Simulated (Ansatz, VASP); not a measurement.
## Two plane-wave programs on CaO

INCAR

```
SYSTEM = CaO
ALGO = Normal
EDIFF = 1E-7
EDIFFG = -0.001
ENCUT = 600
GGA = PS
GGA_COMPAT = .FALSE.
IBRION = 2
ISIF = 3
ISMEAR = 0
LASPH = .TRUE.
LCHARG = .FALSE.
LREAL = .FALSE.
LWAVE = .FALSE.
NELM = 120
NELMIN = 4
NSW = 80
PREC = Accurate
SIGMA = 0.01
```

Contents of KPOINTS:

```
k-points
0
G
  8 8 8
  0 0 0
```

Contents of POSCAR:

```
CaO
1.0
    0.0000000000      2.3836085895      2.3836085895
    2.3836085895      0.0000000000      2.3836085895
    2.3836085895      2.3836085895      0.0000000000
Ca O
1 1
Direct
    0.0000000000      0.0000000000      0.0000000000
    0.5000000000      0.5000000000      0.5000000000
```

Input for Ansatz:

```yaml
crystal:
  lattice:
    - [0.0, 2.3836085895, 2.3836085895]
    - [2.3836085895, 0.0, 2.3836085895]
    - [2.3836085895, 2.3836085895, 0.0]
  atoms:
    - { symbol: Ca, position: [0.0, 0.0, 0.0] }
    - { symbol: O, position: [0.5, 0.5, 0.5] }
basis:
  ecutwfc: 420
kpoints:
  mp_grid: { grid: [8, 8, 8] }
hamiltonian:
  xc: pbesol
scf:
  occupations: { method: fixed }
output:
  forces: true
  stress: true
  eigenvalues: true
relax:
  adjacent_minimum: "off"
  f_tol: 0.001
  max_steps: 60
  cell: { stress_tol: 0.01 }
```

Alike in both runs: task relaxation of cell and atoms; functional PBEsol; k mesh 8 × 8 × 8; no spin polarisation.

```csv
,VASP,Ansatz
version,VASP 6.6.1,Ansatz 0.2.0
potentials or method,"VASP PAW PBE potentials, release 64 (Ca_sv, O), cutoff 600 eV","scalar-relativistic, plane waves, PAW"
occupations,"gaussian, width 0.01 eV",fixed
valence electrons in the cell,16,16
```

```csv
,VASP,Ansatz,Ansatz less VASP
"gap on the k mesh at the Fermi level, each at its own relaxed structure (eV)",3.53,3.54,+0.019
relaxed volume (Å³/atom),13.61,13.54,-0.067
relaxed cell length with the largest relative difference (Å),3.376,3.371,-0.0056
```

VASP's potentials were made for PBE, not for PBEsol.
